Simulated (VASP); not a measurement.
The system is TiPd.

```xyz
2
Lattice="3.1800 0.0000 0.0000 0.0000 3.1800 0.0000 0.0000 0.0000 3.1800" Properties=species:S:1:pos:R:3 pbc="T T T"
Ti    1.5900    1.5900    1.5900
Pd    0.0000    0.0000    0.0000
```

```yaml
Program: VASP 6.6.1
Task: relaxation of volume and atoms at fixed shape
Functional: r2SCAN
Potentials_or_basis: VASP PAW PBE potentials, release 64 (Ti_sv, Pd)
Cutoff: 600 eV
k_mesh: 6 × 6 × 6
Occupations: gaussian, width 0.1 eV
Spin: no spin polarisation
```

At the start: pressure -3.5 GPa; volume 16.08 Å³/atom.

**Question.** How do energy, volume and symmetry change on relaxing?

**Answer.** Over 3 steps the energy falls by 4.0 meV/atom and the volume is 15.72 Å³/atom (-2.2 %); space group Pm-3m (No. 221, to 0.1 Å) before and after.

Step by step:
| step | energy change (eV) | largest force (eV/Å) | pressure (GPa) | volume (Å³) |
| --- | --- | --- | --- | --- |
| 1 | 0.0000 | 0.0000 | -3.49 | 32.16 |
| 2 | 0.0059 | 0.0000 | 5.13 | 30.55 |
| 3 | -0.0080 | 0.0000 | -0.02 | 31.45 |

Final structure:
```xyz
2
Lattice="3.1564 0.0000 0.0000 0.0000 3.1564 0.0000 0.0000 0.0000 3.1564" Properties=species:S:1:pos:R:3 pbc="T T T"
Ti    1.5782    1.5782    1.5782
Pd    0.0000    0.0000    0.0000
```

Caveat: the PAW data sets were made with another functional, which shifts forces and pressure a little.
